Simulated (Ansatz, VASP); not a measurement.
**BN in VASP and in Ansatz**

```
B N
1.0
     2.58378    0.00000    0.00000
    -1.29189    2.23762    0.00000
     0.00000    0.00000    8.49221
B N
4 4
Direct
  0.00000 0.00000 0.00037
  0.33333 0.66667 0.24970
  0.00000 0.00000 0.50037
  0.66667 0.33333 0.74970
  0.00000 0.00000 0.18701
  0.33333 0.66667 0.43792
  0.00000 0.00000 0.68701
  0.66667 0.33333 0.93792
```

Alike in both runs: task single point; functional PBE; k mesh 9 × 9 × 4; no spin polarisation.

```csv
,VASP,Ansatz
version,VASP 6.6.1,Ansatz 0.2.0
potentials or method,"VASP PAW PBE potentials, release 64 (B, N)","plane waves, PAW"
plane-wave cutoff (eV),520,420
occupations,"gaussian, width 0.01 eV",fixed
valence electrons in the cell,32,32
```

|  | VASP | Ansatz | Ansatz less VASP |
| --- | --- | --- | --- |
| gap on the k mesh at the Fermi level (eV) | 5.54 | 5.55 | +0.009 |
| pressure (GPa) | -10.2 | -10.4 | -0.14 |
| traceless stress, the component that is largest in VASP (GPa) | -0.06 | -0.05 | +0.010 |
| rms of the force components (eV/Å) | 0.006 | 0.007 | +0.0007 |

Atom by atom the forces differ by 0.001 eV/Å (rms over components).
